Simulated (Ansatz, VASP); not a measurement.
**Sn: VASP beside Ansatz**

INCAR

```
SYSTEM = Sn
PREC = Accurate ; ENCUT = 520
EDIFF = 1E-6 ; ISMEAR = -1
SIGMA = 0.1 ; LREAL = .FALSE.
LASPH = .TRUE. ; NELM = 100
ALGO = Normal ; ISIF = 2
LWAVE = .FALSE. ; LCHARG = .TRUE.
LELF = .TRUE. ; LVHAR = .TRUE.
NBANDS = 21
```

File KPOINTS:

```
Automatic mesh
0
G
  3 3 2
  0 0 0
```

The input POSCAR:

```
Sn
1.0
   -2.8994216605      2.9008009606      1.5581694818
    2.9008009606     -2.8994216605      1.5581694818
    2.8985835788      2.8985835788     -1.5556411493
Sn
2
Direct
    0.0000164062      0.9999835938      0.0000000000
    0.7499835938      0.2500164062      0.5000000000
```

Input for Ansatz:

```yaml
crystal:
  lattice:
    - [-2.8994216605, 2.9008009606, 1.5581694818]
    - [2.9008009606, -2.8994216605, 1.5581694818]
    - [2.8985835788, 2.8985835788, -1.5556411493]
  atoms:
    - { symbol: Sn, position: [1.64062e-05, 0.9999835938, 0.0] }
    - { symbol: Sn, position: [0.7499835938, 0.2500164062, 0.5] }
hamiltonian:
  xc: lda
  pseudopotentials:
    kind: paw
    azcp:
      Sn: "pseudopotentials/Sn.paw.azcp"
basis:
  ecutwfc: 420
  fft_grid_basis: typed
kpoints:
  mp_grid: { grid: [3, 3, 2], shift: [0, 0, 0] }
magnetization:
  spin_polarized: false
scf:
  occupations: { method: fermi_dirac, width: 0.1 }
  lower_state_search: "off"
output:
  stress: true
```

Alike in both runs: task single point; functional LDA; k mesh 3 × 3 × 2; occupations fermi-dirac, width 0.1 eV; no spin polarisation.

```csv
,VASP,Ansatz
version,VASP 6.6.1,Ansatz 0.2.0
potentials or method,"VASP PAW LDA potentials, release 64 (Sn_d), cutoff 520 eV","plane waves (420 eV) with PAW, scalar-relativistic"
valence electrons in the cell,28,28
```

|  | VASP | Ansatz | Ansatz less VASP |
| --- | --- | --- | --- |
| pressure (GPa) | -1.0 | -1.0 | 0.00 |
| traceless stress, the component that is largest in VASP (GPa) | 6.16 | 6.17 | +0.009 |

Ansatz warns that its potentials were made for another functional, while VASP's fit it. LDA's correlation is that of Perdew and Zunger in VASP and of Perdew and Wang (1992) in Ansatz.

The k mesh is coarse, so the values compare programs but aren't converged.
